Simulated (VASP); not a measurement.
Input of a VASP 6.6.1 run:

INCAR

```
SYSTEM = Ag
PREC = Accurate
ENCUT = 520
EDIFF = 1E-7
ISMEAR = 0
SIGMA = 0.1
LREAL = .False.
LASPH = .True.
NELM = 80
ALGO = Normal
ISIF = 2
LWAVE = .False.
LCHARG = .False.
GGA = PE
NBANDS = 42
```

The input KPOINTS:

```
regular mesh
0
Gamma
  4 4 4
  0 0 0
```

The input POSCAR:

```
Ag
1.0
    0.0000000000      3.8027016600      3.8027016600
    3.8027016600      0.0000000000      3.8027016600
    3.8027016600      3.8027016600      0.0000000000
Ag
6
Direct
    0.6250000000      0.6250000000      0.6250000000
    0.6250000000      0.6250000000      0.1250000000
    0.6250000000      0.1250000000      0.6250000000
    0.1250000000      0.6250000000      0.6250000000
    0.0000000000      0.0000000000      0.0000000000
    0.2500000000      0.2500000000      0.2500000000
```

Potentials or basis: VASP PAW PBE potentials, release 64 (Ag).

Command:

```console
$ cat potpaw_PBE.64/Ag/POTCAR > POTCAR
$ mpirun -np 1 vasp_std > vasp.out
```

Task: Predict the pressure.

Result: 3.9 GPa.

Task: Predict the band gap on the k mesh.

Result: Zero (band 33 reaches 9.44 eV, above the bottom of band 34 at 5.74 eV).
